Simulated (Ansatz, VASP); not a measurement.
**One calculation of HfO2, two programs**

```
Hf O
1.0
     5.05980    0.00000    0.00000
     0.00000   10.01720    0.00000
     0.00000    0.00000    5.22760
Hf O
8 16
Direct
  0.74660 0.88410 0.96560
  0.24660 0.61590 0.03440
  0.25340 0.38410 0.53440
  0.75340 0.11590 0.46560
  0.25340 0.11590 0.03440
  0.75340 0.38410 0.96560
  0.74660 0.61590 0.46560
  0.24660 0.88410 0.53440
  0.86200 0.79600 0.62000
  0.36200 0.70400 0.38000
  0.13800 0.29600 0.88000
  0.63800 0.20400 0.12000
  0.13800 0.20400 0.38000
  0.63800 0.29600 0.62000
  0.86200 0.70400 0.12000
  0.36200 0.79600 0.88000
  0.51000 0.97700 0.25000
  0.01000 0.52300 0.75000
  0.49000 0.47700 0.25000
  0.99000 0.02300 0.75000
  0.49000 0.02300 0.75000
  0.99000 0.47700 0.25000
  0.51000 0.52300 0.75000
  0.01000 0.97700 0.25000
```

Alike in both runs: task electric field gradients; functional PBE; k mesh 5 × 3 × 5; occupations fermi-dirac, width 0.02 eV; no spin polarisation.

|  | VASP | Ansatz |
| --- | --- | --- |
| version | VASP 6.6.1 | Ansatz 0.2.0 |
| potentials or method | VASP PAW PBE potentials, release 64 (Hf_pv, O) | plane-wave PAW, scalar-relativistic |
| plane-wave cutoff (eV) | 520 | 420 |
| valence electrons in the cell | 176 | 304 |

VASP gave:

- gap on the k mesh at the Fermi level (eV): 4.33
- pressure (GPa): 1.9
- traceless stress, the component that is largest in VASP (GPa): -1.40
- rms of the force components (eV/Å): 0.505
- size of Vzz on the site where it differs most (V/Å²): 122.6

Task: Estimate Ansatz's values.

Result: gap on the k mesh at the Fermi level (eV): 4.36; pressure (GPa): 5.2; traceless stress, the component that is largest in VASP (GPa): -1.52; rms of the force components (eV/Å): 0.511; size of Vzz on the site where it differs most (V/Å²): 146.0.

Atom by atom the forces differ by 0.033 eV/Å (rms over components). The functional is the same, so the differences come from potentials, cutoffs and numerics. VASP's potentials hold 176 valence electrons a cell and Ansatz's 304, so a difference there can come from the potentials and not from the codes.

Spin-orbit coupling is off throughout.
